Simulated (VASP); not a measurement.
Set up this calculation in VASP 6.6.1, as the native input.

```
Task                   : electric field gradients
Functional             : PBE
Potentials or basis    : VASP PAW PBE potentials, release 64 (Re)
Cutoff                 : 520 eV
k mesh                 : 14 × 14 × 8
Occupations            : fermi-dirac, width 0.05 eV
Spin                   : no spin polarisation
Dipole correction      : no
Further INCAR settings : ALGO = Normal; EDIFF = 1e-08; NBANDS = 14
```

The structure of Re lies in POSCAR:

```
Re
1.0
    2.6371536987      0.0000000000      0.0000000000
   -1.3185768494      2.2838420967      0.0000000000
    0.0000000000      0.0000000000      4.2167694387
Re
2
Direct
    0.3333333333      0.6666666667      0.2500000000
    0.6666666667      0.3333333333      0.7500000000
```

The input as run:

INCAR

```
ALGO = Normal
EDIFF = 1E-8
ENCUT = 520
GGA = PE
ISIF = 2
ISMEAR = -1
LASPH = True
LCHARG = False
LEFG = True
LREAL = False
LWAVE = False
NBANDS = 14
NELM = 100
PREC = Accurate
SIGMA = 0.05
```

KPOINTS

```
k-points
0
Gamma
  14 14 8
```

Potentials or basis: VASP PAW PBE potentials, release 64 (Re).

Command:

```bash
$ cat potpaw_PBE.64/Re/POTCAR > POTCAR
$ mpirun -np 1 vasp_std > vasp.out
```

It gave:

* Pressure: 86.5 GPa
* Band gap on the k mesh: zero (bands 7 and 8 overlap by 4.07 eV)
* Largest electric field gradient by atom: Re -106.5 V/Å²

Caveat: the cell stands under pressure; without QUAD_EFG the Cq values of the log hold for a quadrupole moment of 1 mb, not for the nuclei; spin-orbit coupling is left out, which moves the levels of the heavy elements.

Wall time 20 s on 1 thread of Intel(R) Xeon(R) 6975P-C (Granite Rapids), with other jobs on the host, peak memory 0.16 GiB.
